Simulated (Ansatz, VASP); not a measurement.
## NaF in VASP and in Ansatz

The input INCAR:

```
PREC = Accurate ; ENCUT = 520
EDIFF = 1E-7 ; ISMEAR = -1
SIGMA = 0.02 ; LREAL = F
LASPH = T ; NELM = 100
ALGO = Normal ; ISIF = 2
LWAVE = F ; LCHARG = F
GGA = PS ; NBANDS = 14
```

The input KPOINTS:

```
Automatic mesh
0
Gamma
  10 10 10
```

The input POSCAR:

```
NaF
1.0
    0.0000000000      2.3233000000      2.3233000000
    2.3233000000      0.0000000000      2.3233000000
    2.3233000000      2.3233000000      0.0000000000
Na F
1 1
Direct
    0.0000000000      0.0000000000      0.0000000000
    0.5000000000      0.5000000000      0.5000000000
```

Input for Ansatz:

```yaml
crystal:
  lattice:
    - [0.0, 2.3233, 2.3233]
    - [2.3233, 0.0, 2.3233]
    - [2.3233, 2.3233, 0.0]
  atoms:
    - { symbol: Na, position: [0.0, 0.0, 0.0] }
    - { symbol: F, position: [0.5, 0.5, 0.5] }
kpoints:
  mp_grid: { grid: [10, 10, 10] }
  band_path:
    path:
      - [0.0, 0.0, 0.0]
      - [0.5, 0.0, 0.5]
      - [0.625, 0.25, 0.625]
      - [0.375, 0.375, 0.75]
      - [0.0, 0.0, 0.0]
      - [0.5, 0.5, 0.5]
      - [0.5, 0.25, 0.75]
      - [0.5, 0.0, 0.5]
    npoints: 5
scf:
  occupations: { method: fermi_dirac, width: 0.02 }
hamiltonian:
  xc: pbesol
  pseudopotentials: { kind: all_electron, lapw: { basis_error: 0.0005 } }
output:
  forces: true
  stress: true
  eigenvalues: true
```

Alike in both runs: task single point; functional PBEsol; k mesh 10 × 10 × 10; occupations fermi-dirac, width 0.02 eV; no spin polarisation.

```csv
,VASP,Ansatz
version,VASP 6.6.1,Ansatz 0.2.0
potentials or method,"VASP PAW PBE potentials, release 64 (Na_pv, F), cutoff 520 eV","all-electron LAPW, scalar-relativistic"
```

```csv
,VASP,Ansatz,Ansatz less VASP
gap on the k mesh at the Fermi level (eV),6.12,6.13,+0.010
pressure (GPa),-0.5,-0.5,+0.03
```

VASP's potentials were made for PBE, not for PBEsol. Ansatz ran all-electron here, and VASP with PAW potentials.
